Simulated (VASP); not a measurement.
# TmI4 (F-43m) in VASP: relaxation of cell and atoms with PBE

Aim: the relaxation of cell and atoms of TmI4 with PBE.

Everything below comes from runs of VASP 6.6.1. Logs are shortened: lines on timing, memory, paths and dates and some standing lists are left out, and cuts for length are marked.

**1. The cell of the first run**

Symmetry: F-43m, No. 216, cubic system. The conventional cell has a = 9.904 Å, b = 9.904 Å, c = 9.904 Å, α = 90.00°, β = 90.00°, γ = 90.00°. Within 5.5 Å of Tm (site symmetry -43m) lie 12 I at 4.17 Å. Within 4.0 Å of I (site symmetry 3m) lie 6 I at 3.02 to 3.99 Å.

The cell was generated, and may not be a known phase.

**2. Relaxation of cell and atoms, PBE**

Contents of INCAR:

```
SYSTEM = TmI4
PREC = Accurate ; ENCUT = 500
EDIFF = 1E-7 ; ISMEAR = 0
SIGMA = 0.2 ; LREAL = .False.
LASPH = .True. ; NELM = 200
ALGO = Normal ; ISIF = 3
LWAVE = .False. ; LCHARG = .False.
GGA = PE ; IBRION = 2
NSW = 36 ; EDIFFG = -0.08
GGA_COMPAT = .False. ; NELMIN = 4
LMAXMIX = 6
```

Contents of KPOINTS:

```
Automatic mesh
0
Gamma
  3 3 3
  0 0 0
```

Contents of POSCAR:

```
TmI4
1.0
    0.0000000000      4.9519888700      4.9519888700
    4.9519888700      0.0000000000      4.9519888700
    4.9519888700      4.9519888700      0.0000000000
Tm I
1 4
Direct
    0.5000000000      0.5000000000      0.5000000000
    0.1076931100      0.1076931100      0.1076931100
    0.1076931100      0.1076931100      0.6769206800
    0.1076931100      0.6769206800      0.1076931100
    0.6769206800      0.1076931100      0.1076931100
```

Potentials or basis: VASP PAW PBE potentials, release 64 (Tm_3, I), 4f in core.

Run with:

```
cat potpaw_PBE.64/Tm_3/POTCAR potpaw_PBE.64/I/POTCAR > POTCAR
mpirun -np 1 vasp_std > vasp.out
```

OUTCAR:

```text
SYSTEM = TmI4
   PREC = Accurate
   ENCUT = 500
   EDIFF = 1E-7
   ISMEAR = 0
   LREAL = .False.
   LASPH = .True.
   NELM = 200
   ISIF = 3
   GGA = PE
   IBRION = 2
   NSW = 36
   EDIFFG = -0.08
   NELMIN = 4

 ion  position               nearest neighbor table
   1  0.500  0.500  0.500-
   2  0.108  0.108  0.108-   3 3.02   4 3.02   5 3.02
   3  0.108  0.108  0.677-   2 3.02   4 3.02   5 3.02
   4  0.108  0.677  0.108-   2 3.02   3 3.02   5 3.02
   5  0.677  0.108  0.108-   2 3.02   3 3.02   4 3.02

  LATTYP: Found a face centered cubic cell.
 ALAT       =     9.9039777400

  Lattice vectors:

 A1 = (   0.0000000000,   4.9519888700,   4.9519888700)
 A2 = (   4.9519888700,   0.0000000000,   4.9519888700)
 A3 = (   4.9519888700,   4.9519888700,   0.0000000000)

Analysis of symmetry for initial positions (statically):
=====================================================================
 Subroutine PRICEL returns:
 Original cell was already a primitive cell.

 Routine SETGRP: Setting up the symmetry group for a
 face centered cubic supercell.

 Subroutine GETGRP returns: Found 24 space group operations
 (whereof 24 operations were pure point group operations)
 out of a pool of 48 trial point group operations.

The static configuration has the point symmetry T_d .

Analysis of symmetry for dynamics (positions and initial velocities):
=====================================================================
 Subroutine PRICEL returns:
 Original cell was already a primitive cell.

 Routine SETGRP: Setting up the symmetry group for a
 face centered cubic supercell.

 Subroutine GETGRP returns: Found 24 space group operations
 (whereof 24 operations were pure point group operations)
 out of a pool of 48 trial point group operations.

The dynamic configuration has the point symmetry T_d .

 Subroutine INISYM returns: Found 24 space group operations
 (whereof 24 operations are pure point group operations),
 and found     1 'primitive' translations

----------------------------------------------------------------------------------------

                                     Primitive cell

  volume of cell :     242.8673

  direct lattice vectors                    reciprocal lattice vectors
     0.000000000  4.951988870  4.951988870    -0.100969532  0.100969532  0.100969532
     4.951988870  0.000000000  4.951988870     0.100969532 -0.100969532  0.100969532
     4.951988870  4.951988870  0.000000000     0.100969532  0.100969532 -0.100969532

  length of vectors
     7.003169821  7.003169821  7.003169821     0.174884360  0.174884360  0.174884360

  position of ions in fractional coordinates (direct lattice)
     0.500000000  0.500000000  0.500000000
     0.107693110  0.107693110  0.107693110
     0.107693110  0.107693110  0.676920680
     0.107693110  0.676920680  0.107693110
     0.676920680  0.107693110  0.107693110

  ion indices of the primitive-cell ions
   primitive index   ion index
                 1           1
                 2           2
                 3           3
                 4           4
                 5           5

----------------------------------------------------------------------------------------

 KPOINTS: Automatic mesh

Automatic generation of k-mesh.
 Grid dimensions read from file:
 generate k-points for:    3    3    3

 Generating k-lattice:

  Cartesian coordinates                     Fractional coordinates (reciprocal lattice)
    -0.033656511  0.033656511  0.033656511     0.333333333  0.000000000  0.000000000
     0.033656511 -0.033656511  0.033656511     0.000000000  0.333333333  0.000000000
     0.033656511  0.033656511 -0.033656511     0.000000000  0.000000000  0.333333333

  Length of vectors
     0.058294787  0.058294787  0.058294787

  Shift w.r.t. Gamma in fractional coordinates (k-lattice)
     0.000000000  0.000000000  0.000000000

 Subroutine IBZKPT returns following result:
 ===========================================

 Found      4 irreducible k-points:

 Following reciprocal coordinates:
            Coordinates               Weight
  0.000000  0.000000  0.000000      1.000000
  0.333333  0.000000  0.000000      8.000000
  0.333333  0.333333  0.000000      6.000000
 -0.333333  0.333333  0.000000     12.000000
   k-points           NKPTS =      4   k-points in BZ     NKDIM =      4   number of bands    NBANDS=     22
   number of dos      NEDOS =    301   number of ions     NIONS =      5
   total plane-waves  NPLWV = 157464
   dimension x,y,z NGX =    54 NGY =   54 NGZ =   54
   dimension x,y,z NGXF=   108 NGYF=  108 NGZF=  108
   ions per type =               1   4
   NGX,Y,Z   is equivalent  to a cutoff of  12.82, 12.82, 12.82 a.u.
   NGXF,Y,Z  is equivalent  to a cutoff of  25.64, 25.64, 25.64 a.u.
 SYSTEM =  TmI4
   PREC   = accura    normal or accurate (medium, high low for compatibility)
   ISTART =      0    job   : 0-new  1-cont  2-samecut
   ICHARG =      2    charge: 1-file 2-atom 10-const
   ISPIN  =      1    spin polarized calculation?
   LNONCOLLINEAR =      F non collinear calculations
   LSORBIT =      F    spin-orbit coupling
   LASPH  =      T    aspherical Exc in radial PAW
   ENCUT  =  500.0 eV  36.75 Ry    6.06 a.u.  12.77 12.77 12.77*2*pi/ulx,y,z
   NELM   =    200;   NELMIN=  4; NELMDL= -5     # of ELM steps
   EDIFF  = 0.1E-06   stopping-criterion for ELM
   LREAL  =      F    real-space projection
   EDIFFG = -.8E-01   stopping-criterion for IOM
   NSW    =     36    number of steps for IOM
   IBRION =      2    ionic relax: 0-MD 1-quasi-New 2-CG
   NFREE  =      1    steps in history (QN), initial steepest desc. (CG)
   ISIF   =      3    stress and relaxation
   ISYM   =      2    0-nonsym 1-usesym 2-fastsym
   POTIM  = 0.5000    time-step for ionic-motion
   TEBEG  =    0.0;   TEEND  =   0.0 temperature during run
   PSTRESS=    0.0 pullay stress
   NELECT =      37.0000    total number of electrons
   NUPDOWN=      -1.0000    fix difference up-down
   EMIN   =  10.00;   EMAX   =-10.00  energy-range for DOS
   EFERMI =   0.00;   METHOD = LEGACY
   ISMEAR =     0;   SIGMA  =   0.20  broadening in eV -4-tet -1-fermi 0-gaus
   EFERMI_NEDOS =   21; number of points for ismear=-14 and -15
   IALGO  =     38    algorithm
   IMIX   =      4    mixing-type and parameters
     AMIX     =   0.40;   BMIX     =  1.00
     AMIX_MAG =   1.60;   BMIX_MAG =  1.00
  volume/ion in A,a.u.               =      48.57       327.79
  Fermi-wavevector in a.u.,A,eV,Ry     =   0.874351  1.652284 10.401510  0.764489
  Thomas-Fermi vector in A             =   1.993870
   LORBIT       =      0    0 simple, 1 ext, 2 COOP (PROOUT), +10 PAW based schemes
   GGA     = PE    functional components
   LHFCALC =     F    Hartree Fock is set to
   AEXX    =    0.0000 exact exchange contribution
   IVDW    =     0    specifies the selected vdW correction
   LEPSILON=     F    determine dielectric tensor
   LRPA    =     F    only Hartree local field effects (RPA)
 conjugate gradient relaxation of ions
 non-spin polarized calculation
 Gauss-broadening in eV      SIGMA  =   0.20
  energy-cutoff  :      500.00
  volume of cell :      242.87
 maximum number of plane-waves:      6183
 NGX is ok and might be reduce to    54
   NGX = 25   NGY = 25   NGZ = 25

--------------------------------------- Ionic step        1  -------------------------------------------

 number of electron      37.0000000 magnetization

 Free energy of the ion-electron system (eV)
  ---------------------------------------------------
  ext. energy  EPLUGINS =         0.00000000
  ---------------------------------------------------
  free energy    TOTEN  =        -6.55350936 eV

  energy without entropy =       -6.32126895  energy(sigma->0) =       -6.43738915

------------------------ aborting loop because EDIFF is reached ----------------------------------------

  FORCE on cell =-STRESS in cart. coord.  units (eV):
  Direction    XX          YY          ZZ          XY          YZ          ZX
  --------------------------------------------------------------------------------------
  -------------------------------------------------------------------------------------
  Total        4.8653962      4.8653962      4.8653962      0.0000000      0.0000000      0.0000000
  in kB       32.0966586     32.0966586     32.0966586      0.0000000      0.0000000      0.0000000
  external PRESSURE =      32.0966586 kB  Pullay stress =       0.0000000 kB

 VOLUME and BASIS-vectors are now :
 -----------------------------------------------------------------------------
  energy-cutoff  :      500.00
  volume of cell :      242.87
      direct lattice vectors                 reciprocal lattice vectors
     0.000000000  4.951988870  4.951988870    -0.100969532  0.100969532  0.100969532
     4.951988870  0.000000000  4.951988870     0.100969532 -0.100969532  0.100969532
     4.951988870  4.951988870  0.000000000     0.100969532  0.100969532 -0.100969532
[... 118 lines left out ...]
 POSITION                                       TOTAL-FORCE (eV/Angst)
 -----------------------------------------------------------------------------------
      5.06498      5.06498      5.06498         0.000000      0.000000      0.000000
      1.24685      1.24685      1.24685         0.231000      0.231000      0.231000
      3.81813      3.81813      1.24685        -0.231000     -0.231000      0.231000
      3.81813      1.24685      3.81813        -0.231000      0.231000     -0.231000
      1.24685      3.81813      3.81813         0.231000     -0.231000     -0.231000
 -----------------------------------------------------------------------------------
    total drift:                               -0.000056     -0.000056     -0.000056

  FREE ENERGIE OF THE ION-ELECTRON SYSTEM (eV)
  ---------------------------------------------------
  free  energy   TOTEN  =        -8.5685347902 eV

  energy  without entropy=       -8.3497789453  energy(sigma->0) =       -8.45915687

--------------------------------------- Ionic step        5  -------------------------------------------

 number of electron      36.9999998 magnetization

 Free energy of the ion-electron system (eV)
  ---------------------------------------------------
  ext. energy  EPLUGINS =         0.00000000
  ---------------------------------------------------
  free energy    TOTEN  =        -8.74027000 eV

  energy without entropy =       -8.54557217  energy(sigma->0) =       -8.64292109

 E-fermi :   2.7502     XC(G=0):  -7.5655

 val. band max:        2.7457578692   @ k =   0.3333   0.3333   0.0000
 cond. band min:       2.7672192447   @ k =   0.3333   0.3333   0.0000
 fundamental gap:      0.0214613756
 Fermi energy:         2.7501869809

 k-point     1 :       0.0000    0.0000    0.0000
  band No.  band energies     occupation
      1     -26.0430      2.00000
      2     -26.0430      2.00000
      3     -26.0430      2.00000
      4     -10.9570      2.00000
      5      -9.3749      2.00000
      6      -9.3749      2.00000
[... 14 lines left out ...]
     21       3.6063      0.00000
     22       3.6063      0.00000
[... 95 lines left out ...]
 POSITION                                       TOTAL-FORCE (eV/Angst)
 -----------------------------------------------------------------------------------
      4.90310      4.90310      4.90310         0.000000     -0.000000      0.000000
      1.23829      1.23829      1.23829        -0.042147     -0.042147     -0.042147
      3.66480      3.66480      1.23829         0.042147      0.042147     -0.042147
      3.66480      1.23829      3.66480         0.042147     -0.042147      0.042147
      1.23829      3.66480      3.66480        -0.042147      0.042147      0.042147
 -----------------------------------------------------------------------------------
    total drift:                               -0.000054     -0.000054     -0.000054

  FREE ENERGIE OF THE ION-ELECTRON SYSTEM (eV)
  ---------------------------------------------------
  free  energy   TOTEN  =        -8.7402699994 eV

  energy  without entropy=       -8.5455721740  energy(sigma->0) =       -8.64292109

 reached required accuracy - stopping structural energy minimisation
```

Run time: 2.5 min. Hardware: 1 thread of Intel Xeon 6975P-C (Granite Rapids), shared host; peak memory 0.41 GiB.

Results:

| Item | Value |
| --- | --- |
| Free energy | -8.7403 eV |
| Relaxed volume | 47.15 Å³/atom |
| Relaxed cell | a = 6.934 Å, b = 6.934 Å, c = 6.934 Å, α = 60.00°, β = 60.00°, γ = 60.00° |
| Space group after relaxing (to 0.1 Å) | F-43m (No. 216) |
| Energy gained by relaxing | 437.4 meV/atom |
| Ionic steps | 5 |
| Pressure after relaxing | -0.1 GPa |
| Largest force after relaxing | 0.073 eV/Å |
| Band gap on the k mesh | zero (an odd number of electrons rules out a gap without spin polarisation) |

Forces in eV/Å, atoms in the order of the input:
```
Tm   0.000  0.000  0.000
I   -0.042 -0.042 -0.042
I    0.042  0.042 -0.042
I    0.042 -0.042  0.042
I   -0.042  0.042  0.042
```

Step by step:
| step | energy change (eV) | largest force (eV/Å) | pressure (GPa) | volume (Å³) |
| --- | --- | --- | --- | --- |
| 1 | 0.0000 | 4.0280 | 3.21 | 242.87 |
| 2 | -1.6556 | 0.7500 | -1.71 | 278.70 |
| 3 | -1.6660 | 0.5822 | -1.92 | 283.08 |
| 4 | -2.0150 | 0.4001 | -1.42 | 259.87 |
| 5 | -2.1868 | 0.0730 | -0.11 | 235.74 |

Final structure:
```
Tm I
1.0
     0.00000    4.90310    4.90310
     4.90310    0.00000    4.90310
     4.90310    4.90310    0.00000
Tm I
1 4
Direct
  0.50000 0.50000 0.50000
  0.12628 0.12628 0.12628
  0.12628 0.12628 0.62117
  0.12628 0.62117 0.12628
  0.62117 0.12628 0.12628
```

Caveat: the k points lie up to 0.37 Å⁻¹ apart in the final cell, too coarse for converged energies and pressures of a metal; spin-orbit coupling is left out, which moves the levels of the heavy elements; the 4f electrons are frozen in the core, so they carry no moment and show no levels; an odd number of electrons without spin polarisation forces a metal; a magnetic or distorted state may lie lower; the run has no spin polarisation, though such a crystal can be magnetic; the relaxation stopped at a loose force limit of 0.08 eV/Å, so its end isn't a converged minimum. Spin polarisation is off, so any magnetic state and its effect on volume and gap are missing.

The gap in the log of VASP goes by the Fermi energy; the results here count the filled bands.